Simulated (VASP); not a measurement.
Crystal: Ni2H.

```
Ni H
1.0
     2.64300    0.00000    0.00000
    -1.32150    2.28891    0.00000
     0.00000    0.00000    4.30800
Ni H
2 1
Direct
  0.33333 0.66667 0.26100
  0.66667 0.33333 0.79600
  0.00000 0.00000 0.02800
```

Base run:

* Program: VASP 6.6.1
* Functional: PBEsol
* Potentials or basis: VASP PAW PBE potentials, release 64 (Ni, H)
* Cutoff: 520 eV
* k mesh: 12 × 12 × 6
* Occupations: fermi-dirac, width 0.05 eV
* Spin: collinear spin, ferromagnetic start
* Starting moments: [0.6, 0.6, 0.0] μB
* Fixed moment: 1.2 μB

Its results: pressure -15.3 GPa; site moments Ni +0.60; H +0.00 μB; largest force 1.074 eV/Å.

Question: The run is repeated on the same cell with these changes: fixed moment from 1.2 μB to 1.8 μB; moments at the start from [0.6, 0.6, 0.0] to [0.9, 0.9, 0.0]. What comes out?

Answer: Pressure -12.9 GPa; site moments Ni +0.88; H +0.01 μB; largest force 1.183 eV/Å.

Caveats: the cell stands under tension; the PAW data sets were made with another functional, which shifts forces and pressure a little; the total moment is fixed, so each spin has its own Fermi level and the state may be an excited one.
